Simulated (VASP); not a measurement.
# Fe (Immm) in VASP: further runs

Runs on Fe. Level: PBE. Tasks: single point.

All numbers are computed with VASP 6.6.1; they aren't measurements. Logs are shortened: lines on timing, memory, paths and dates and some standing lists are left out, and cuts for length are marked.

**1. The cell of the first run**

Symmetry: Immm, No. 71, orthorhombic system. Conventional cell: a = 2.520 Å, b = 2.699 Å, c = 2.832 Å, α = 90.00°, β = 90.00°, γ = 90.00°. Within 3.1 Å of Fe (site symmetry mmm) lie 14 Fe at 2.33 to 2.83 Å.

**2. Single point, PBE, collinear spin, ferromagnetic start (normal strain along x -0.1100, normal strain along z -0.0467)**

INCAR

```
PREC     = Accurate       # precision mode
ENCUT    = 520            # plane-wave cutoff, eV
EDIFF    = 1E-6           # SCF threshold, eV
ISMEAR   = 0              # smearing method
SIGMA    = 0.15           # smearing width, eV
LREAL    = F              # projectors in reciprocal space
LASPH    = T              # aspherical terms in the spheres
NELM     = 150            # most SCF steps
ALGO     = Fast           # electronic algorithm
ISIF     = 2              # what is computed and relaxed
LWAVE    = F              # write WAVECAR
LCHARG   = F              # write CHGCAR
ISPIN    = 2              # spin polarisation
MAGMOM   = 2.44           # initial moments
LORBIT   = 11             # projections on sites
LMAXMIX  = 4              # l up to which the mixer works
GGA      = PE             # functional
NBANDS   = 14             # bands
```

KPOINTS

```
Automatic mesh
0
Gamma
  10 10 10
```

POSCAR

```
Fe
1.0
   -1.2600398249      1.4157750842      1.3496583878
    1.2600398249     -1.4157750842      1.3496583878
    1.2600398249      1.4157750842     -1.3496583878
Fe
1
Direct
    0.0000000000      0.0000000000      0.0000000000
```

Potentials or basis: VASP PAW PBE potentials, release 64 (Fe).

The run is started by

```sh
$ cat potpaw_PBE.64/Fe/POTCAR > POTCAR
$ mpirun -np 1 vasp_std > vasp.out
```

OUTCAR:

```text
PREC = Accurate
   ENCUT = 520
   EDIFF = 1E-6
   ISMEAR = 0
   LREAL = F
   LASPH = T
   NELM = 150
   ISIF = 2
   ISPIN = 2
   LORBIT = 11
   GGA = PE

 ion  position               nearest neighbor table
   1  0.000  0.000  0.000-

  LATTYP: Found a body centered orthorhombic cell.
 ALAT       =     2.5200796498
 B/A-ratio  =     1.0711235956
 C/A-ratio  =     1.1235955057

  Lattice vectors:

 A1 = (  -1.2600398249,  -1.4157750842,   1.3496583878)
 A2 = (   1.2600398249,  -1.4157750842,  -1.3496583878)
 A3 = (   1.2600398249,   1.4157750842,   1.3496583878)

Analysis of symmetry for initial positions (statically):
=====================================================================
 Subroutine PRICEL returns:
 Original cell was already a primitive cell.

 Routine SETGRP: Setting up the symmetry group for a
 body centered orthorhombic supercell.

 Subroutine GETGRP returns: Found  8 space group operations
 (whereof  8 operations were pure point group operations)
 out of a pool of  8 trial point group operations.

The static configuration has the point symmetry D_2h.

Analysis of symmetry for dynamics (positions and initial velocities):
=====================================================================
 Subroutine PRICEL returns:
 Original cell was already a primitive cell.

 Routine SETGRP: Setting up the symmetry group for a
 body centered orthorhombic supercell.

 Subroutine GETGRP returns: Found  8 space group operations
 (whereof  8 operations were pure point group operations)
 out of a pool of  8 trial point group operations.

The dynamic configuration has the point symmetry D_2h.

Analysis of structural, dynamic, and magnetic symmetry:
=====================================================================
 Subroutine PRICEL returns:
 Original cell was already a primitive cell.

 Routine SETGRP: Setting up the symmetry group for a
 body centered orthorhombic supercell.

 Subroutine GETGRP returns: Found  8 space group operations
 (whereof  8 operations were pure point group operations)
 out of a pool of  8 trial point group operations.

The overall configuration has the point symmetry D_2h.

 Subroutine INISYM returns: Found  8 space group operations
 (whereof  8 operations are pure point group operations),
 and found     1 'primitive' translations

----------------------------------------------------------------------------------------

                                     Primitive cell

  volume of cell :       9.6308

  direct lattice vectors                    reciprocal lattice vectors
    -1.260039825  1.415775084  1.349658388     0.000000000  0.353163441  0.370464115
     1.260039825 -1.415775084  1.349658388     0.396812855  0.000000000  0.370464115
     1.260039825  1.415775084 -1.349658388     0.396812855  0.353163441  0.000000000

  length of vectors
     2.326735312  2.326735312  2.326735312     0.511828171  0.542866560  0.531210747

  position of ions in fractional coordinates (direct lattice)
     0.000000000  0.000000000  0.000000000

  ion indices of the primitive-cell ions
   primitive index   ion index
                 1           1

----------------------------------------------------------------------------------------

 KPOINTS: Automatic mesh

Automatic generation of k-mesh.
 Grid dimensions read from file:
 generate k-points for:   10   10   10

 Generating k-lattice:

  Cartesian coordinates                     Fractional coordinates (reciprocal lattice)
     0.000000000  0.035316344  0.037046411     0.100000000  0.000000000  0.000000000
     0.039681285  0.000000000  0.037046411    -0.000000000  0.100000000  0.000000000
     0.039681285  0.035316344  0.000000000    -0.000000000  0.000000000  0.100000000

  Length of vectors
     0.051182817  0.054286656  0.053121075

  Shift w.r.t. Gamma in fractional coordinates (k-lattice)
     0.000000000  0.000000000  0.000000000

 Subroutine IBZKPT returns following result:
 ===========================================

 Found    171 irreducible k-points:

 Following reciprocal coordinates:
            Coordinates               Weight
  0.000000  0.000000  0.000000      1.000000
  0.100000  0.000000  0.000000      4.000000
  0.200000  0.000000  0.000000      4.000000
  0.300000  0.000000  0.000000      4.000000
  0.400000 -0.000000  0.000000      4.000000
  0.500000 -0.000000  0.000000      2.000000
[... 16 lines left out ...]
 -0.400000  0.200000 -0.000000      8.000000
 -0.300000  0.200000  0.000000      8.000000
 [... further k-points ...]
   k-points           NKPTS =    171   k-points in BZ     NKDIM =    171   number of bands    NBANDS=     14
   number of dos      NEDOS =    301   number of ions     NIONS =      1
   total plane-waves  NPLWV =   5832
   dimension x,y,z NGX =    18 NGY =   18 NGZ =   18
   dimension x,y,z NGXF=    36 NGYF=   36 NGZF=   36
   ions per type =               1
   NGX,Y,Z   is equivalent  to a cutoff of  12.86, 12.86, 12.86 a.u.
   NGXF,Y,Z  is equivalent  to a cutoff of  25.72, 25.72, 25.72 a.u.
 SYSTEM =  unknown system
   PREC   = accura    normal or accurate (medium, high low for compatibility)
   ISTART =      0    job   : 0-new  1-cont  2-samecut
   ICHARG =      2    charge: 1-file 2-atom 10-const
   ISPIN  =      2    spin polarized calculation?
   LNONCOLLINEAR =      F non collinear calculations
   LSORBIT =      F    spin-orbit coupling
   LASPH  =      T    aspherical Exc in radial PAW
   ENCUT  =  520.0 eV  38.22 Ry    6.18 a.u.   4.33  4.33  4.33*2*pi/ulx,y,z
   NELM   =    150;   NELMIN=  2; NELMDL= -5     # of ELM steps
   EDIFF  = 0.1E-05   stopping-criterion for ELM
   LREAL  =      F    real-space projection
   EDIFFG = 0.1E-04   stopping-criterion for IOM
   NSW    =      0    number of steps for IOM
   IBRION =     -1    ionic relax: 0-MD 1-quasi-New 2-CG
   NFREE  =      0    steps in history (QN), initial steepest desc. (CG)
   ISIF   =      2    stress and relaxation
   ISYM   =      2    0-nonsym 1-usesym 2-fastsym
   POTIM  = 0.5000    time-step for ionic-motion
   TEBEG  =    0.0;   TEEND  =   0.0 temperature during run
   PSTRESS=    0.0 pullay stress
   NELECT =       8.0000    total number of electrons
   NUPDOWN=      -1.0000    fix difference up-down
   EMIN   =  10.00;   EMAX   =-10.00  energy-range for DOS
   EFERMI =   0.00;   METHOD = LEGACY
   ISMEAR =     0;   SIGMA  =   0.15  broadening in eV -4-tet -1-fermi 0-gaus
   EFERMI_NEDOS =   21; number of points for ismear=-14 and -15
   IALGO  =     68    algorithm
   IMIX   =      4    mixing-type and parameters
     AMIX     =   0.40;   BMIX     =  1.00
     AMIX_MAG =   1.60;   BMIX_MAG =  1.00
  volume/ion in A,a.u.               =       9.63        64.99
  Fermi-wavevector in a.u.,A,eV,Ry     =   1.538925  2.908146 32.222530  2.368289
  Thomas-Fermi vector in A             =   2.645225
   LORBIT       =     11    0 simple, 1 ext, 2 COOP (PROOUT), +10 PAW based schemes
   GGA     = PE    functional components
   LHFCALC =     F    Hartree Fock is set to
   AEXX    =    0.0000 exact exchange contribution
   IVDW    =     0    specifies the selected vdW correction
   LEPSILON=     F    determine dielectric tensor
   LRPA    =     F    only Hartree local field effects (RPA)
 spin polarized calculation
 RMM-DIIS sequential band-by-band and
 Gauss-broadening in eV      SIGMA  =   0.15
  energy-cutoff  :      520.00
  volume of cell :        9.63
 maximum number of plane-waves:       271
 NGX is ok and might be reduce to    18
   NGX =  9   NGY =  9   NGZ =  9

 number of electron       7.9999999 magnetization       1.8242072

 Free energy of the ion-electron system (eV)
  ---------------------------------------------------
  ext. energy  EPLUGINS =         0.00000000
  ---------------------------------------------------
  free energy    TOTEN  =        -7.99562746 eV

  energy without entropy =       -7.98314465  energy(sigma->0) =       -7.98938605

 E-fermi :   7.7823     XC(G=0): -14.0853

 val. band max:        7.7771023812   @ k =   0.5000  -0.2000   0.1000
 cond. band min:       7.7893924474   @ k =  -0.4000  -0.4000   0.2000
 fundamental gap:      0.0122900661
 Fermi energy:         7.7822674152

 spin component 1

 k-point     1 :       0.0000    0.0000    0.0000
  band No.  band energies     occupation
      1      -1.7538      1.00000
      2       4.7019      1.00000
      3       5.2410      1.00000
      4       5.5087      1.00000
      5       6.2348      1.00000
      6       6.9209      1.00000
      7      33.0161      0.00000
      8      33.9697      0.00000
      9      36.1004      0.00000
     10      40.0156      0.00000
     11      41.4609      0.00000
     12      41.7383      0.00000
     13      43.0367      0.00000
     14      44.4278      0.00000
[... 375 lines left out ...]
 k-point    24 :      -0.3000    0.2000    0.0000
  band No.  band energies     occupation
      1       0.9798      1.00000
      2       4.3088      1.00000
      3       4.7545      1.00000
      4       6.3244      1.00000
      5       6.6522      1.00000
      6       7.1288      1.00000
      7      26.0937      0.00000
      8      28.0550      0.00000
      9      33.4715      0.00000
     10      35.5625      0.00000
     11      41.5471      0.00000
     12      42.0418      0.00000
     13      45.9377      0.00000
     14      48.6148      0.00000

 [... further k-points ...]

 spin component 2

 k-point     1 :       0.0000    0.0000    0.0000
  band No.  band energies     occupation
      1      -1.5474      1.00000
      2       6.0748      1.00000
      3       6.7789      1.00000
      4       7.1561      1.00000
      5       8.4777      0.00000
      6       9.5208      0.00000
      7      32.8665      0.00000
      8      33.8810      0.00000
      9      36.0170      0.00000
     10      40.4250      0.00000
     11      41.5820      0.00000
     12      42.2731      0.00000
     13      44.0718      0.00000
     14      45.0040      0.00000
[... 375 lines left out ...]
 k-point    24 :      -0.3000    0.2000    0.0000
  band No.  band energies     occupation
      1       1.2826      1.00000
      2       5.6897      1.00000
      3       6.2282      1.00000
      4       8.3542      0.00000
      5       8.6876      0.00000
      6       9.2875      0.00000
      7      26.6744      0.00000
      8      28.4576      0.00000
      9      33.8481      0.00000
     10      35.9140      0.00000
     11      41.8249      0.00000
     12      42.4417      0.00000
     13      46.3679      0.00000
     14      49.1065      0.00000

 [... further k-points ...]
[... 5 lines left out ...]
  --------------------------------------------------------------------------------------
  -------------------------------------------------------------------------------------
  Total        3.4770206      2.1692095      2.5422674      0.0000000      0.0000000      0.0000000
  in kB      578.4361978    360.8690911    422.9309017      0.0000000      0.0000000      0.0000000
  external PRESSURE =     454.0787302 kB  Pullay stress =       0.0000000 kB

 VOLUME and BASIS-vectors are now :
 -----------------------------------------------------------------------------
  energy-cutoff  :      520.00
  volume of cell :        9.63
      direct lattice vectors                 reciprocal lattice vectors
    -1.260039825  1.415775084  1.349658388     0.000000000  0.353163441  0.370464115
     1.260039825 -1.415775084  1.349658388     0.396812855  0.000000000  0.370464115
     1.260039825  1.415775084 -1.349658388     0.396812855  0.353163441  0.000000000

 POSITION                                       TOTAL-FORCE (eV/Angst)
 -----------------------------------------------------------------------------------
      0.00000      0.00000      0.00000         0.000000     -0.000000     -0.000000
 -----------------------------------------------------------------------------------
    total drift:                                0.000000      0.000000      0.000000

  FREE ENERGIE OF THE ION-ELECTRON SYSTEM (eV)
  ---------------------------------------------------
  free  energy   TOTEN  =        -7.9956274572 eV

  energy  without entropy=       -7.9831446484  energy(sigma->0) =       -7.98938605

 total charge

# of ion       s       p       d       tot
------------------------------------------
    1        0.568   0.708   6.398   7.674

 magnetization (x)

# of ion       s       p       d       tot
------------------------------------------
    1       -0.010  -0.049   1.853   1.795
```

It took 20 s on 1 thread of Intel Xeon 6975P-C (Granite Rapids), shared host; peak memory 0.15 GiB.

What came out:

| Item | Value |
| --- | --- |
| Free energy | -7.9956 eV |
| Pressure | 45.4 GPa |
| Net moment | 1.82 μB per cell |
| Site moments | Fe +1.79 μB |
| Valence electrons inside the program's atomic spheres | Fe 7.67 |

Stress tensor (GPa, compression positive):
```
57.84  0.00  0.00
 0.00 36.09  0.00
 0.00  0.00 42.29
```

Levels at points of the mesh, in eV from the Fermi level:
Spin up:
| k point | band 3 | band 4 | band 5 | band 6 | band 7 | band 8 |
| --- | --- | --- | --- | --- | --- | --- |
| (0.00, 0.00, 0.00) | -2.54 | -2.27 | -1.55 | -0.86 | 25.23 | 26.19 |
| (0.50, 0.00, 0.00) | -1.60 | -1.02 | -0.18 | 0.66 | 8.28 | 21.11 |
| (0.00, 0.50, 0.00) | -0.93 | -0.33 | 0.82 | 1.00 | 9.60 | 18.64 |
| (0.50, 0.50, 0.00) | -1.41 | -0.36 | 0.55 | 0.72 | 9.09 | 19.58 |
| (0.50, 0.50, 0.50) | 0.29 | 0.41 | 0.59 | 8.88 | 10.81 | 13.92 |
Spin down:
```csv
k point,band 1,band 2,band 3,band 4,band 5,band 6
"(0.00, 0.00, 0.00)",-9.33,-1.71,-1.00,-0.63,0.70,1.74
"(0.50, 0.00, 0.00)",-4.88,-2.04,-0.01,0.45,1.50,2.49
"(0.00, 0.50, 0.00)",-4.90,-3.27,1.20,1.49,2.00,2.54
"(0.50, 0.50, 0.00)",-4.88,-2.80,0.73,0.95,1.95,2.48
"(0.50, 0.50, 0.50)",-4.56,-4.30,2.14,2.17,2.22,9.14
```

Caveat: the cell differs from its parent crystal (normal strain along x -0.1100, normal strain along z -0.0467).

**3. Single point, PBE, collinear spin, ferromagnetic start (normal strain along x -0.1100, normal strain along z -0.0233)**

INCAR

```
PREC     = Accurate       # precision mode
ENCUT    = 520            # plane-wave cutoff, eV
EDIFF    = 1E-7           # SCF threshold, eV
ISMEAR   = 0              # smearing method
SIGMA    = 0.15           # smearing width, eV
LREAL    = F              # projectors in reciprocal space
LASPH    = T              # aspherical terms in the spheres
NELM     = 150            # most SCF steps
ALGO     = Normal         # electronic algorithm
ISIF     = 2              # what is computed and relaxed
LWAVE    = F              # write WAVECAR
LCHARG   = T              # write CHGCAR
ISPIN    = 2              # spin polarisation
MAGMOM   = 2.44           # initial moments
LORBIT   = 11             # projections on sites
LMAXMIX  = 4              # l up to which the mixer works
GGA      = PE             # functional
LELF     = T              # ELF
LVHAR    = T            
NBANDS   = 14             # bands
```

KPOINTS

```
regular mesh
0
Gamma
  10 10 10
```

POSCAR

```
Fe
1.0
   -1.2600398249      1.4157750842      1.3827875247
    1.2600398249     -1.4157750842      1.3827875247
    1.2600398249      1.4157750842     -1.3827875247
Fe
1
Direct
    0.0000000000      0.0000000000      0.0000000000
```

Potentials or basis: VASP PAW PBE potentials, release 64 (Fe).

The run is started by

```sh
$ cat potpaw_PBE.64/Fe/POTCAR > POTCAR
$ mpirun -np 1 vasp_std > vasp.out
```

It took 24 s on 1 thread of Intel Xeon 6975P-C (Granite Rapids), shared host; peak memory 0.15 GiB.

It converged, with:

```
Free energy                                           : -8.0496 eV
Pressure                                              : 36.9 GPa
Net moment                                            : 1.87 μB per cell
Site moments                                          : Fe +1.84 μB
Valence electrons inside the program's atomic spheres : Fe 7.61
```

Stress tensor (GPa, compression positive):
```
51.59  0.00  0.00
 0.00 28.30  0.00
 0.00  0.00 30.80
```

Levels at points of the mesh, in eV from the Fermi level:
Spin up:
| k point | band 3 | band 4 | band 5 | band 6 | band 7 | band 8 |
| --- | --- | --- | --- | --- | --- | --- |
| (0.00, 0.00, 0.00) | -2.39 | -2.27 | -1.58 | -0.86 | 25.11 | 25.55 |
| (0.50, 0.00, 0.00) | -1.59 | -1.15 | -0.24 | 0.58 | 7.92 | 21.11 |
| (0.00, 0.50, 0.00) | -1.09 | -0.31 | 0.71 | 0.92 | 9.26 | 18.59 |
| (0.50, 0.50, 0.00) | -1.32 | -0.33 | 0.66 | 0.71 | 9.01 | 19.06 |
| (0.50, 0.50, 0.50) | 0.25 | 0.31 | 0.54 | 9.02 | 9.95 | 14.06 |
Spin down:
```tsv
k point	band 1	band 2	band 3	band 4	band 5	band 6	band 7	band 8
(0.00, 0.00, 0.00)	-9.19	-1.67	-0.76	-0.59	0.69	1.79	24.96	25.44
(0.50, 0.00, 0.00)	-4.72	-1.82	-0.09	0.45	1.46	2.48	9.11	21.10
(0.00, 0.50, 0.00)	-4.71	-3.03	1.10	1.37	2.05	2.50	10.46	18.77
(0.50, 0.50, 0.00)	-4.70	-2.81	0.88	1.12	2.02	2.46	10.21	19.19
(0.50, 0.50, 0.50)	-4.36	-4.10	2.14	2.16	2.22	9.29	10.22	14.35
```

Caveat: the cell differs from its parent crystal (normal strain along x -0.1100, normal strain along z -0.0233).
